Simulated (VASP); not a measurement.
GaB2: single point with PBE

GaB2:

```
CELL_PARAMETERS angstrom
-1.75445 1.75445 2.78732
1.75445 -1.75445 2.78732
1.75445 1.75445 -2.78732
ATOMIC_POSITIONS crystal
Ga 0.00000 0.00000 0.00000
B 0.64040 0.64040 0.00000
B 0.35960 0.35960 0.00000
```

```yaml
Program: VASP 6.6.1
Task: single point
Functional: PBE
Potentials_or_basis: VASP PAW PBE potentials, release 64 (Ga_d, B)
Cutoff: 500 eV
k_mesh: 6 × 6 × 6
Occupations: gaussian, width 0.1 eV
Spin: no spin polarisation
```

```json
{
  "Pressure": "0.0 GPa",
  "Largest force": "0.003 eV/Å",
  "Band gap on the k mesh": "zero (an odd number of electrons rules out a gap without spin polarisation)"
}
```

Forces in eV/Å, atoms in the order of the input:
```
Ga   0.000  0.000  0.000
B    0.000  0.000 -0.003
B    0.000  0.000  0.003
```

Stress tensor (GPa, compression positive):
```
 0.20  0.00  0.00
 0.00  0.20  0.00
 0.00  0.00 -0.28
```

Levels at points of the mesh, in eV from the Fermi level:
```csv
k point,band 5,band 6,band 7,band 8,band 9,band 10,band 11,band 12,band 13,band 14
"(0.00, 0.00, 0.00)",-14.99,-13.09,-3.34,-1.11,0.44,0.44,2.11,2.11,6.19,6.28
"(0.50, 0.00, 0.00)",-14.94,-9.87,-8.94,-3.65,-0.25,0.37,2.32,2.97,3.52,6.57
"(0.50, 0.50, 0.00)",-14.92,-8.62,-6.41,-5.47,-4.64,-2.29,-0.75,5.71,7.82,8.47
"(0.50, 0.50, 0.50)",-14.91,-9.68,-8.40,-3.44,-3.23,-3.23,4.51,5.13,7.71,7.71
```

Run time: 7.2 s on 1 thread of Intel(R) Xeon(R) 6975P-C (Granite Rapids), on a shared host, peak memory 0.16 GiB.
